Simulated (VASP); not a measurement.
# BN (P6_3/mmc) in VASP: settings compared

BN is run at these levels: PBEsol, revPBE; tasks: single point.

Everything below comes from runs of VASP 6.6.1. Logs are shortened: lines on timing, memory, paths and dates and some standing lists are left out, and cuts for length are marked.

**1. The cell of the first run**

The structure is hexagonal, space group P6_3/mmc (No. 194). The conventional cell has a = 2.480 Å, b = 2.480 Å, c = 5.456 Å, α = 90.00°, β = 90.00°, γ = 120.00°. Within 1.9 Å of B (site symmetry -6m2) lie 3 N at 1.43 Å. Within 1.9 Å of N (site symmetry -6m2) lie 3 B at 1.43 Å.

**2. Single point, PBEsol**

INCAR

```
SYSTEM = BN
PREC = Accurate
ENCUT = 520
EDIFF = 1E-6
ISMEAR = 0
SIGMA = 0.01
LREAL = .FALSE.
LASPH = .TRUE.
NELM = 100
ALGO = Normal
ISIF = 2
LWAVE = .FALSE.
LCHARG = .FALSE.
GGA = PS
NBANDS = 16
```

KPOINTS

```
Automatic mesh
0
G
  12 12 4
  0 0 0
```

POSCAR

```
BN
1.0
    2.4801602610      0.0000000000      0.0000000000
   -1.2400801305      2.1478817915      0.0000000000
    0.0000000000      0.0000000000      5.4562130883
B N
2 2
Direct
    0.3333333333      0.6666666667      0.2500000000
    0.6666666667      0.3333333333      0.7500000000
    0.3333333333      0.6666666667      0.7500000000
    0.6666666667      0.3333333333      0.2500000000
```

Potentials or basis: VASP PAW PBE potentials, release 64 (B, N).

Run with:

```bash
> cat potpaw_PBE.64/B/POTCAR potpaw_PBE.64/N/POTCAR > POTCAR
> mpirun -np 1 vasp_std > vasp.out
```

OUTCAR:

```text
SYSTEM = BN
   PREC = Accurate
   ENCUT = 520
   EDIFF = 1E-6
   ISMEAR = 0
   LREAL = .FALSE.
   LASPH = .TRUE.
   NELM = 100
   ISIF = 2
   GGA = PS

 ion  position               nearest neighbor table
   1  0.333  0.667  0.250-   4 1.43   4 1.43   4 1.43
   2  0.667  0.333  0.750-   3 1.43   3 1.43   3 1.43
   3  0.333  0.667  0.750-   2 1.43   2 1.43   2 1.43
   4  0.667  0.333  0.250-   1 1.43   1 1.43   1 1.43

  LATTYP: Found a hexagonal cell.
 ALAT       =     2.4801602610
 C/A-ratio  =     2.1999437593

  Lattice vectors:

 A1 = (   2.4801602610,   0.0000000000,   0.0000000000)
 A2 = (  -1.2400801305,   2.1478817915,   0.0000000000)
 A3 = (   0.0000000000,   0.0000000000,   5.4562130883)

Analysis of symmetry for initial positions (statically):
=====================================================================
 Subroutine PRICEL returns:
 Original cell was already a primitive cell.

 Routine SETGRP: Setting up the symmetry group for a
 hexagonal supercell.

 Subroutine GETGRP returns: Found 24 space group operations
 (whereof 12 operations were pure point group operations)
 out of a pool of 24 trial point group operations.

The static configuration has the point symmetry D_3d.
 The point group associated with its full space group is D_6h.

Analysis of symmetry for dynamics (positions and initial velocities):
=====================================================================
 Subroutine PRICEL returns:
 Original cell was already a primitive cell.

 Routine SETGRP: Setting up the symmetry group for a
 hexagonal supercell.

 Subroutine GETGRP returns: Found 24 space group operations
 (whereof 12 operations were pure point group operations)
 out of a pool of 24 trial point group operations.

The dynamic configuration has the point symmetry D_3d.
 The point group associated with its full space group is D_6h.

 Subroutine INISYM returns: Found 24 space group operations
 (whereof 12 operations are pure point group operations),
 and found     1 'primitive' translations

----------------------------------------------------------------------------------------

                                     Primitive cell

  volume of cell :      29.0657

  direct lattice vectors                    reciprocal lattice vectors
     2.480160261  0.000000000  0.000000000     0.403199751  0.232787485  0.000000000
    -1.240080130  2.147881792  0.000000000     0.000000000  0.465574970  0.000000000
     0.000000000  0.000000000  5.456213088     0.000000000  0.000000000  0.183277299

[... 85 lines left out ...]
   ENCUT  =  520.0 eV  38.22 Ry    6.18 a.u.   4.61  4.61 10.14*2*pi/ulx,y,z
   NELM   =    100;   NELMIN=  2; NELMDL= -5     # of ELM steps
   EDIFF  = 0.1E-05   stopping-criterion for ELM
   LREAL  =      F    real-space projection
   EDIFFG = 0.1E-04   stopping-criterion for IOM
   NSW    =      0    number of steps for IOM
   IBRION =     -1    ionic relax: 0-MD 1-quasi-New 2-CG
   NFREE  =      0    steps in history (QN), initial steepest desc. (CG)
   ISIF   =      2    stress and relaxation
   ISYM   =      2    0-nonsym 1-usesym 2-fastsym
   POTIM  = 0.5000    time-step for ionic-motion
   TEBEG  =    0.0;   TEEND  =   0.0 temperature during run
   PSTRESS=    0.0 pullay stress
   NELECT =      16.0000    total number of electrons
   NUPDOWN=      -1.0000    fix difference up-down
   EMIN   =  10.00;   EMAX   =-10.00  energy-range for DOS
   EFERMI =   0.00;   METHOD = LEGACY
   ISMEAR =     0;   SIGMA  =   0.01  broadening in eV -4-tet -1-fermi 0-gaus
   EFERMI_NEDOS =   21; number of points for ismear=-14 and -15
   IALGO  =     38    algorithm
   IMIX   =      4    mixing-type and parameters
     AMIX     =   0.40;   BMIX     =  1.00
     AMIX_MAG =   1.60;   BMIX_MAG =  1.00
  volume/ion in A,a.u.               =       7.27        49.04
  Fermi-wavevector in a.u.,A,eV,Ry     =   1.341697  2.535439 24.492527  1.800150
  Thomas-Fermi vector in A             =   2.469910
   LORBIT       =      0    0 simple, 1 ext, 2 COOP (PROOUT), +10 PAW based schemes
   GGA     = PS    functional components
   LHFCALC =     F    Hartree Fock is set to
   AEXX    =    0.0000 exact exchange contribution
   IVDW    =     0    specifies the selected vdW correction
   LEPSILON=     F    determine dielectric tensor
   LRPA    =     F    only Hartree local field effects (RPA)
 non-spin polarized calculation
 Gauss-broadening in eV      SIGMA  =   0.01
  energy-cutoff  :      520.00
  volume of cell :       29.07
 maximum number of plane-waves:       796
   NGX =  9   NGY =  9   NGZ = 21

 number of electron      15.9999997 magnetization

 Free energy of the ion-electron system (eV)
  ---------------------------------------------------
  ext. energy  EPLUGINS =         0.00000000
  ---------------------------------------------------
  free energy    TOTEN  =       -36.30361333 eV

  energy without entropy =      -36.30361333  energy(sigma->0) =      -36.30361333

 E-fermi :   4.4272     XC(G=0): -11.6504

 val. band max:        4.3505149273   @ k =   0.2500   0.2500   0.0000
 cond. band min:       8.1789113271   @ k =   0.5000   0.0000   0.2500
 fundamental gap:      3.8283963998
 Fermi energy:         4.4272175019

 k-point     1 :       0.0000    0.0000    0.0000
  band No.  band energies     occupation
      1     -14.2646      2.00000
      2     -13.1226      2.00000
      3      -3.5011      2.00000
      4       1.5339      2.00000
      5       2.7626      2.00000
      6       2.7626      2.00000
[... 433 lines left out ...]
      3      -3.0037      2.00000
      4      -2.6852      2.00000
      5       0.0213      2.00000
      6       0.4229      2.00000
[... 8 lines left out ...]
     15      22.2176      0.00000
     16      22.9846      0.00000

 [... further k-points ...]
[... 5 lines left out ...]
  --------------------------------------------------------------------------------------
  -------------------------------------------------------------------------------------
  Total        2.8440817      2.8440817      2.6887201      0.0000000     -0.0000000      0.0000000
  in kB      156.7729793    156.7729793    148.2090549      0.0000000     -0.0000000      0.0000000
  external PRESSURE =     153.9183378 kB  Pullay stress =       0.0000000 kB

 VOLUME and BASIS-vectors are now :
 -----------------------------------------------------------------------------
  energy-cutoff  :      520.00
  volume of cell :       29.07
      direct lattice vectors                 reciprocal lattice vectors
     2.480160261  0.000000000  0.000000000     0.403199751  0.232787485  0.000000000
    -1.240080130  2.147881792  0.000000000     0.000000000  0.465574970  0.000000000
     0.000000000  0.000000000  5.456213088     0.000000000  0.000000000  0.183277299

 POSITION                                       TOTAL-FORCE (eV/Angst)
 -----------------------------------------------------------------------------------
     -0.00000      1.43192      1.36405        -0.000000      0.000000      0.000000
      1.24008      0.71596      4.09216         0.000000     -0.000000      0.000000
     -0.00000      1.43192      4.09216         0.000000     -0.000000      0.000000
      1.24008      0.71596      1.36405         0.000000      0.000000      0.000000
 -----------------------------------------------------------------------------------
    total drift:                               -0.000000      0.000000      0.000000

  FREE ENERGIE OF THE ION-ELECTRON SYSTEM (eV)
  ---------------------------------------------------
  free  energy   TOTEN  =       -36.3036133330 eV

  energy  without entropy=      -36.3036133330  energy(sigma->0) =      -36.30361333
```

stdout:

```text
POSCAR found type information on POSCAR B N
 POSCAR found :  2 types and       4 ions
 scaLAPACK will be used
 -----------------------------------------------------------------------------
|                                                                             |
|                                                                             |
|     You enforced a specific xc type in the INCAR file but a different       |
|     I HOPE YOU KNOW WHAT YOU ARE DOING!                                     |
|                                                                             |
 -----------------------------------------------------------------------------

 LDA part: xc-table for (Slater+PW92), standard interpolation
 POSCAR, INCAR and KPOINTS ok, starting setup
 FFT: planning ... GRIDC
 FFT: planning ... GRID_SOFT
 FFT: planning ... GRID
 WAVECAR not read
 entering main loop
```

It took 15 s on 1 thread of Intel Xeon Platinum 8488C (Sapphire Rapids), shared host; peak memory 0.14 GiB.

Results:

```yaml
Free_energy: -36.3036 eV
Pressure: 15.4 GPa
Band_gap_on_the_k_mesh: 3.83 eV (least direct gap 4.28 eV)
```

Stress tensor (GPa, compression positive):
```
15.68  0.00  0.00
 0.00 15.68  0.00
 0.00  0.00 14.82
```

Caveat: the cell stands under pressure; the PAW data sets were made with another functional, which shifts forces and pressure a little. A k mesh can miss the band edges.

**3. Single point, revPBE**

INCAR

```
SYSTEM = BN
PREC = Accurate ; ENCUT = 520
EDIFF = 1E-6 ; ISMEAR = 0
SIGMA = 0.01 ; LREAL = .False.
LASPH = .True. ; NELM = 60
ALGO = Normal ; ISIF = 2
LWAVE = .False. ; LCHARG = .False.
GGA = RE ; NBANDS = 16
```

KPOINTS

```
Automatic mesh
0
Gamma
  12 12 4
  0 0 0
```

POSCAR is that of step 2.

Potentials or basis: VASP PAW PBE potentials, release 64 (B, N).

Run with:

```bash
> cat potpaw_PBE.64/B/POTCAR potpaw_PBE.64/N/POTCAR > POTCAR
> mpirun -np 1 vasp_std > vasp.out
```

Wall time 15 s (1 thread of Intel Xeon Platinum 8488C (Sapphire Rapids), shared host); peak memory 0.14 GiB.

It converged, with:

```
Free energy            : -33.4329 eV
Pressure               : 23.0 GPa
Band gap on the k mesh : 4.03 eV (least direct gap 4.45 eV)
```

Stress tensor (GPa, compression positive):
```
23.69  0.00  0.00
 0.00 23.69  0.00
 0.00  0.00 21.57
```

Levels at points of the mesh, in eV from the valence-band top:
| k point | band 5 | band 6 | band 7 | band 8 | band 9 | band 10 | band 11 | band 12 |
| --- | --- | --- | --- | --- | --- | --- | --- | --- |
| (0.00, 0.00, 0.00) | -1.59 | -1.59 | -1.38 | -1.38 | 7.04 | 11.36 | 11.36 | 11.87 |
| (0.50, 0.00, 0.00) | -4.54 | -4.21 | -2.63 | -0.29 | 4.16 | 6.88 | 9.63 | 10.02 |
| (0.00, 0.00, 0.50) | -1.49 | -1.49 | -1.49 | -1.49 | 10.36 | 10.36 | 11.60 | 11.60 |
| (0.50, 0.00, 0.50) | -4.38 | -4.38 | -1.19 | -1.19 | 4.62 | 4.62 | 10.11 | 10.11 |

Caveat: the cell stands under pressure; the PAW data sets were made with another functional, which shifts forces and pressure a little.
